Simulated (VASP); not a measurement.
# Zn2SiN (P6/mmm) in VASP: notebook

Runs on Zn2SiN. Level: PBE. Tasks: relaxation of cell and atoms.

Program: VASP 6.6.1. These are calculated values, not measurements. Logs are shortened: lines on timing, memory, paths and dates and some standing lists are left out, and cuts for length are marked.

### 1 The cell of the first run

It takes space group P6/mmm (No. 191, hexagonal). Conventional cell: a = 2.928 Å, b = 2.928 Å, c = 8.499 Å, α = 90.00°, β = 90.00°, γ = 120.00°. Within 2.5 Å of Zn (site symmetry 6mm) lie 1 N at 1.85 Å and 1 Si at 2.40 Å. Within 3.2 Å of Si (site symmetry 6/mmm) lie 2 Zn at 2.40 Å and 6 Si at 2.93 Å. Within 2.5 Å of N (site symmetry 6/mmm) lie 2 Zn at 1.85 Å.

The cell was built from a structure type or drawn by symmetry, and may not be a known phase.

### 2 Relaxation of cell and atoms, PBE, collinear spin, ferromagnetic start

INCAR

```
PREC = Accurate
ENCUT = 600
EDIFF = 1E-7
ISMEAR = 0
SIGMA = 0.1
LREAL = False
LASPH = True
NELM = 200
ALGO = Normal
ISIF = 3
LWAVE = False
LCHARG = False
ISPIN = 2
MAGMOM = 0 0 0 1
LORBIT = 11
GGA = PE
IBRION = 2
NSW = 100
EDIFFG = -0.01
GGA_COMPAT = False
NELMIN = 4
KPAR = 4
```

KPOINTS

```
Automatic mesh
0
Gamma
  18 18 6
```

POSCAR

```
Zn2SiN
1.0
    2.9277108621      0.0000000000      0.0000000000
   -1.4638554311      2.5354719815      0.0000000000
    0.0000000000      0.0000000000      8.4990281903
Zn Si N
2 1 1
Direct
    0.0000000000      0.0000000000      0.2827616471
    0.0000000000      0.0000000000      0.7172383529
    0.0000000000      0.0000000000      0.0000000000
    0.0000000000      0.0000000000      0.5000000000
```

Potentials or basis: VASP PAW PBE potentials, release 64 (Zn, Si, N).

On the command line:

```console
> cat potpaw_PBE.64/Zn/POTCAR potpaw_PBE.64/Si/POTCAR potpaw_PBE.64/N/POTCAR > POTCAR
> mpirun -np 4 vasp_std > vasp.out
```

OUTCAR:

```text
PREC = Accurate
   ENCUT = 600
   EDIFF = 1E-7
   ISMEAR = 0
   LREAL = False
   LASPH = True
   NELM = 200
   ISIF = 3
   ISPIN = 2
   LORBIT = 11
   GGA = PE
   IBRION = 2
   NSW = 100
   EDIFFG = -0.01
   NELMIN = 4

 ion  position               nearest neighbor table
   1  0.000  0.000  0.283-   4 1.85   3 2.40
   2  0.000  0.000  0.717-   4 1.85   3 2.40
   3  0.000  0.000  0.000-   1 2.40   2 2.40
   4  0.000  0.000  0.500-   1 1.85   2 1.85

  LATTYP: Found a hexagonal cell.
 ALAT       =     2.9277108621
 C/A-ratio  =     2.9029602275

  Lattice vectors:

 A1 = (   2.9277108621,   0.0000000000,   0.0000000000)
 A2 = (  -1.4638554311,   2.5354719815,   0.0000000000)
 A3 = (   0.0000000000,   0.0000000000,   8.4990281903)

Analysis of symmetry for initial positions (statically):
=====================================================================
 Subroutine PRICEL returns:
 Original cell was already a primitive cell.

 Routine SETGRP: Setting up the symmetry group for a
 hexagonal supercell.

 Subroutine GETGRP returns: Found 24 space group operations
 (whereof 24 operations were pure point group operations)
 out of a pool of 24 trial point group operations.

The static configuration has the point symmetry D_6h.

Analysis of symmetry for dynamics (positions and initial velocities):
=====================================================================
 Subroutine PRICEL returns:
 Original cell was already a primitive cell.

 Routine SETGRP: Setting up the symmetry group for a
 hexagonal supercell.

 Subroutine GETGRP returns: Found 24 space group operations
 (whereof 24 operations were pure point group operations)
 out of a pool of 24 trial point group operations.

The dynamic configuration has the point symmetry D_6h.

Analysis of structural, dynamic, and magnetic symmetry:
=====================================================================
 Subroutine PRICEL returns:
 Original cell was already a primitive cell.

 Routine SETGRP: Setting up the symmetry group for a
 hexagonal supercell.

 Subroutine GETGRP returns: Found 24 space group operations
 (whereof 24 operations were pure point group operations)
 out of a pool of 24 trial point group operations.

The overall configuration has the point symmetry D_6h.

 Subroutine INISYM returns: Found 24 space group operations
 (whereof 24 operations are pure point group operations),
 and found     1 'primitive' translations

[... 113 lines left out ...]
   ISMEAR =     0;   SIGMA  =   0.10  broadening in eV -4-tet -1-fermi 0-gaus
   EFERMI_NEDOS =   21; number of points for ismear=-14 and -15
   IALGO  =     38    algorithm
   IMIX   =      4    mixing-type and parameters
     AMIX     =   0.40;   BMIX     =  1.00
     AMIX_MAG =   1.60;   BMIX_MAG =  1.00
  volume/ion in A,a.u.               =      15.77       106.44
  Fermi-wavevector in a.u.,A,eV,Ry     =   1.319048  2.492640 23.672622  1.739889
  Thomas-Fermi vector in A             =   2.448974
   LORBIT       =     11    0 simple, 1 ext, 2 COOP (PROOUT), +10 PAW based schemes
   GGA     = PE    functional components
   LHFCALC =     F    Hartree Fock is set to
   AEXX    =    0.0000 exact exchange contribution
   IVDW    =     0    specifies the selected vdW correction
   LEPSILON=     F    determine dielectric tensor
   LRPA    =     F    only Hartree local field effects (RPA)
 conjugate gradient relaxation of ions
 spin polarized calculation
 Gauss-broadening in eV      SIGMA  =   0.10
  energy-cutoff  :      600.00
  volume of cell :       63.09
 maximum number of plane-waves:      2130
 NGX is ok and might be reduce to    24
   NGX = 11   NGY = 11   NGZ = 33

--------------------------------------- Ionic step        1  -------------------------------------------

 number of electron      33.0000020 magnetization       1.2034719

 Free energy of the ion-electron system (eV)
  ---------------------------------------------------
  ext. energy  EPLUGINS =         0.00000000
  ---------------------------------------------------
  free energy    TOTEN  =       -12.21671389 eV

  energy without entropy =      -12.21130849  energy(sigma->0) =      -12.21401119

------------------------ aborting loop because EDIFF is reached ----------------------------------------

  FORCE on cell =-STRESS in cart. coord.  units (eV):
  Direction    XX          YY          ZZ          XY          YZ          ZX
  --------------------------------------------------------------------------------------
  -------------------------------------------------------------------------------------
  Total       -0.0051679     -0.0051679      0.4522318      0.0000000      0.0000000     -0.0000000
  in kB       -0.1312413     -0.1312413     11.4845878      0.0000000      0.0000000     -0.0000000
  external PRESSURE =       3.7407018 kB  Pullay stress =       0.0000000 kB
[... 139 lines left out ...]
--------------------------------------- Ionic step        5  -------------------------------------------

 number of electron      33.0000023 magnetization       1.2189065

 Free energy of the ion-electron system (eV)
  ---------------------------------------------------
  ext. energy  EPLUGINS =         0.00000000
  ---------------------------------------------------
  free energy    TOTEN  =       -12.21768099 eV

  energy without entropy =      -12.21227494  energy(sigma->0) =      -12.21497796

 E-fermi :   3.3423     XC(G=0): -10.4943

 val. band max:        3.3410456986   @ k =   0.2778   0.0000   0.1667
 cond. band min:       3.3433566229   @ k =   0.1667   0.1667   0.3333
 fundamental gap:      0.0023109243
 Fermi energy:         3.3423081160

 spin component 1

 k-point     1 :       0.0000    0.0000    0.0000
  band No.  band energies     occupation
      1     -11.9391      1.00000
      2      -7.4860      1.00000
      3      -5.0562      1.00000
      4      -4.3774      1.00000
      5      -4.3398      1.00000
      6      -4.0154      1.00000
[... 565 lines left out ...]
     20       5.8712      0.00000
     21       7.2327      0.00000

 [... further k-points ...]

 spin component 2

 k-point     1 :       0.0000    0.0000    0.0000
  band No.  band energies     occupation
      1     -10.4511      1.00000
      2      -7.4543      1.00000
      3      -4.9128      1.00000
      4      -4.3834      1.00000
      5      -4.3648      1.00000
      6      -4.0057      1.00000
[... 598 lines left out ...]
  FREE ENERGIE OF THE ION-ELECTRON SYSTEM (eV)
  ---------------------------------------------------
  free  energy   TOTEN  =       -12.2176809864 eV

  energy  without entropy=      -12.2122749358  energy(sigma->0) =      -12.21497796

 reached required accuracy - stopping structural energy minimisation

 total charge

# of ion       s       p       d       tot
------------------------------------------
    1        0.649   0.455   9.742  10.846
    2        0.649   0.455   9.742  10.846
    3        0.821   0.725   0.000   1.546
    4        1.300   2.218   0.000   3.518
--------------------------------------------------
tot          3.419   3.853  19.484  26.756

 magnetization (x)

# of ion       s       p       d       tot
------------------------------------------
    1        0.001  -0.010   0.020   0.011
    2        0.001  -0.010   0.020   0.011
    3       -0.003  -0.008   0.000  -0.011
    4        0.026   0.867   0.000   0.892
--------------------------------------------------
tot          0.025   0.839   0.040   0.904
```

CONTCAR:

```text
Zn2SiN
   1.00000000000000
     2.9256739182973655    0.0000000000000402    0.0000000000000000
    -1.4628369591986130    2.5337079364208468   -0.0000000000000000
    -0.0000000000000000    0.0000000000000000    8.5253516932581253
  Zn              Si              N
     2     1     1
Direct
     0.0000000000000000    1.0000000000000000    0.2824235358128254
     0.0000000000000000    0.0000000000000000    0.7175764641871747
     0.0000000000000000    0.0000000000000000    1.0000000000000000
     0.0000000000000000    0.0000000000000000    0.5000000000000000

  0.00000000E+00  0.00000000E+00  0.00000000E+00
  0.00000000E+00  0.00000000E+00  0.00000000E+00
  0.00000000E+00  0.00000000E+00  0.00000000E+00
  0.00000000E+00  0.00000000E+00  0.00000000E+00
```

Run time: 4.4 min. Hardware: 4 MPI ranks of Intel Xeon 6975P-C (Granite Rapids), shared host; peak memory 0.51 GiB.

What came out:

- Free energy: -12.2177 eV
- Relaxed volume: 15.80 Å³/atom
- Relaxed cell: a = 2.926 Å, b = 2.926 Å, c = 8.525 Å, α = 90.00°, β = 90.00°, γ = 120.00°
- Space group after relaxing (to 0.1 Å): P6/mmm (No. 191)
- Energy gained by relaxing: 0.2 meV/atom
- Ionic steps: 5
- Pressure after relaxing: -0.1 GPa
- Largest force after relaxing: 0.003 eV/Å
- Net moment: 1.22 μB per cell
- Site moments: Zn +0.01; Si -0.01; N +0.89 μB
- Valence electrons inside the program's atomic spheres: Zn 10.85; Si 1.55; N 3.52

Forces on the atoms (eV/Å):
```
Zn   0.000  0.000  0.003
Zn   0.000  0.000 -0.003
Si   0.000  0.000  0.000
N    0.000  0.000  0.000
```

Step by step:
```
step  energy change (eV)  largest force (eV/Å)  pressure (GPa)  volume (Å³)
   1              0.0000                0.0932            0.37        63.09
   2             -0.0003                0.0617           -0.48        63.43
   3             -0.0009                0.0056           -0.11        63.27
   4             -0.0009                0.0039           -0.11        63.28
   5             -0.0010                0.0031           -0.07        63.20
```

Final structure:
```yaml
crystal:
  lattice:
    - [2.92567, 0.00000, 0.00000]
    - [-1.46284, 2.53371, 0.00000]
    - [0.00000, 0.00000, 8.52535]
  atoms:
    - { symbol: Zn, position: [0.00000, 0.00000, 0.28242] }
    - { symbol: Zn, position: [0.00000, 0.00000, 0.71758] }
    - { symbol: Si, position: [0.00000, 0.00000, 0.00000] }
    - { symbol: N, position: [0.00000, 0.00000, 0.50000] }
```

Levels at points of the mesh, in eV from the Fermi level:
Spin up:
| k point | band 15 | band 16 | band 17 | band 18 | band 19 | band 20 |
| --- | --- | --- | --- | --- | --- | --- |
| (0.00, 0.00, 0.00) | -2.98 | -0.25 | -0.25 | 4.10 | 5.97 | 8.05 |
| (0.50, 0.00, 0.00) | -3.28 | -1.41 | -0.94 | -0.71 | 2.22 | 2.50 |
| (0.00, 0.00, 0.50) | -0.31 | -0.25 | -0.25 | 1.36 | 8.03 | 8.03 |
| (0.50, 0.00, 0.50) | -3.33 | -1.83 | -0.94 | 0.58 | 0.81 | 3.74 |
Spin down:
| k point | band 14 | band 15 | band 16 | band 17 | band 18 | band 19 |
| --- | --- | --- | --- | --- | --- | --- |
| (0.00, 0.00, 0.00) | -3.95 | -2.79 | 2.16 | 2.16 | 4.37 | 6.23 |
| (0.50, 0.00, 0.00) | -3.06 | -2.31 | -1.28 | -0.77 | 1.29 | 2.60 |
| (0.00, 0.00, 0.50) | -6.45 | -0.01 | 1.54 | 2.16 | 2.16 | 8.02 |
| (0.50, 0.00, 0.50) | -3.00 | -2.92 | -1.83 | 0.75 | 1.16 | 1.30 |

### 3 Relaxation of cell and atoms, PBE, collinear spin, ferromagnetic start

This run uses another cell than the first one, of 14.59 Å³/atom.

INCAR

```
ALGO     = Normal         # electronic algorithm
EDIFF    = 1E-7           # SCF threshold, eV
EDIFFG   = -0.01          # ionic threshold
ENCUT    = 600            # plane-wave cutoff, eV
GGA      = PE             # functional
GGA_COMPAT= F            
IBRION   = 2              # ionic algorithm
ISIF     = 3              # what is computed and relaxed
ISMEAR   = 0              # smearing method
ISPIN    = 2              # spin polarisation
KPAR     = 4            
LASPH    = T              # aspherical terms in the spheres
LCHARG   = F              # write CHGCAR
LORBIT   = 11             # projections on sites
LREAL    = F              # projectors in reciprocal space
LWAVE    = F              # write WAVECAR
MAGMOM   = 0 0 0 1.04     # initial moments
NELM     = 200            # most SCF steps
NELMIN   = 4            
NSW      = 100            # ionic steps
PREC     = Accurate       # precision mode
SIGMA    = 0.1            # smearing width, eV
```

KPOINTS

```
k-points
0
Gamma
  18 18 6
```

POSCAR

```
Zn2SiN
1.0
    2.7894953147      0.0000000000      0.0000000000
   -1.3947476574      2.4157738063      0.0000000000
    0.0000000000      0.0000000000      8.6626601832
Zn Si N
2 1 1
Direct
    0.0000000000      0.0000000000      0.2832211333
    0.0000000000      0.0000000000      0.7167788667
    0.0000000000      0.0000000000      0.0000000000
    0.0000000000      0.0000000000      0.5000000000
```

Potentials or basis: VASP PAW PBE potentials, release 64 (Zn, Si, N).

On the command line:

```console
> cat potpaw_PBE.64/Zn/POTCAR potpaw_PBE.64/Si/POTCAR potpaw_PBE.64/N/POTCAR > POTCAR
> mpirun -np 4 vasp_std > vasp.out
```

Wall time 5.8 min (4 MPI ranks of Intel Xeon 6975P-C (Granite Rapids), shared host); peak memory 0.5 GiB.

The run converged. Its results:

* Free energy: -12.2153 eV
* Relaxed volume: 15.77 Å³/atom
* Relaxed cell: a = 2.922 Å, b = 2.922 Å, c = 8.528 Å, α = 90.00°, β = 90.00°, γ = 120.00°
* Space group after relaxing (to 0.1 Å): P6/mmm (No. 191)
* Energy gained by relaxing: 16.7 meV/atom
* Ionic steps: 7
* Pressure after relaxing: 0.0 GPa
* Largest force after relaxing: 0.005 eV/Å
* Net moment: 1.22 μB per cell
* Site moments: Zn +0.01; Si -0.01; N +0.90 μB
* Valence electrons inside the program's atomic spheres: Zn 10.85; Si 1.55; N 3.52

Forces on the atoms (eV/Å):
```
Zn   0.000  0.000  0.005
Zn   0.000  0.000 -0.005
Si   0.000  0.000  0.000
N    0.000  0.000  0.000
```

Step by step:
```csv
step,energy change (eV),largest force (eV/Å),pressure (GPa),volume (Å³)
1,0.0000,0.0104,2.18,58.38
2,-0.0348,0.0138,1.21,60.06
3,-0.0619,0.0368,-1.10,63.70
4,-0.0623,0.0298,-0.90,63.33
5,-0.0624,0.2099,0.96,62.88
6,-0.0660,0.1174,0.01,63.11
7,-0.0668,0.0055,0.02,63.08
```

Final structure:
```cif
data_structure
_symmetry_space_group_name_H-M 'P 1'
_symmetry_Int_Tables_number 1
_cell_length_a 2.9224
_cell_length_b 2.9224
_cell_length_c 8.5282
_cell_angle_alpha 90.000
_cell_angle_beta 90.000
_cell_angle_gamma 120.000
_cell_volume 63.08
loop_
_atom_site_label
_atom_site_type_symbol
_atom_site_fract_x
_atom_site_fract_y
_atom_site_fract_z
_atom_site_occupancy
Zn1 Zn 0.00000 0.00000 0.28244 1
Zn2 Zn 0.00000 0.00000 0.71756 1
Si1 Si 0.00000 0.00000 0.00000 1
N1 N 0.00000 0.00000 0.50000 1
```

Levels at points of the mesh, in eV from the Fermi level:
Spin up:
| k point | band 13 | band 14 | band 15 | band 16 | band 17 | band 18 | band 19 | band 20 | band 21 |
| --- | --- | --- | --- | --- | --- | --- | --- | --- | --- |
| (0.00, 0.00, 0.00) | -7.05 | -4.20 | -3.00 | -0.24 | -0.24 | 4.09 | 5.96 | 8.08 | 8.08 |
| (0.50, 0.00, 0.00) | -4.71 | -3.38 | -3.29 | -1.40 | -0.94 | -0.72 | 2.21 | 2.50 | 4.59 |
| (0.00, 0.00, 0.50) | -6.81 | -6.56 | -0.32 | -0.24 | -0.24 | 1.35 | 8.06 | 8.06 | 8.34 |
| (0.50, 0.00, 0.50) | -4.13 | -4.11 | -3.32 | -1.82 | -0.93 | 0.58 | 0.80 | 3.74 | 4.55 |
Spin down:
```csv
k point,band 12,band 13,band 14,band 15,band 16,band 17,band 18,band 19,band 20,band 21
"(0.00, 0.00, 0.00)",-7.02,-7.02,-3.96,-2.81,2.18,2.18,4.36,6.22,8.08,8.08
"(0.50, 0.00, 0.00)",-5.44,-4.39,-3.05,-2.32,-1.27,-0.78,1.30,2.61,2.71,4.60
"(0.00, 0.00, 0.50)",-7.02,-6.65,-6.46,-0.02,1.53,2.18,2.18,8.05,8.05,8.53
"(0.50, 0.00, 0.50)",-5.63,-4.14,-3.01,-2.91,-1.82,0.74,1.15,1.31,3.90,4.54
```
